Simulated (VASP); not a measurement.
The system is CoSi.

```
Co Si
1.0
     2.78133    0.00000    0.00000
     0.00000    2.78133    0.00000
     0.00000    0.00000    2.78133
Co Si
1 1
Direct
  0.00000 0.00000 0.00000
  0.50000 0.50000 0.50000
```

Base run:

```yaml
Program: VASP 6.6.1
Functional: PBE
Potentials_or_basis: VASP PAW PBE potentials, release 64 (Co, Si)
Cutoff: 520 eV
k_mesh: 14 × 14 × 14
Occupations: fermi-dirac, width 0.03 eV
Spin: collinear spin, ferromagnetic start
Starting_moments: "[2.0, 0.0] μB"
```

Its results: pressure 0.7 GPa.

Question: The run is repeated on the same cell with these changes: spin from collinear spin, ferromagnetic start to no spin polarisation; further incar settings from ALGO = Normal; EDIFF = 1e-06; NBANDS = 18 to ALGO = Normal; EDIFF = 1e-07; NBANDS = 14. What comes out?

Answer: Pressure -0.5 GPa.
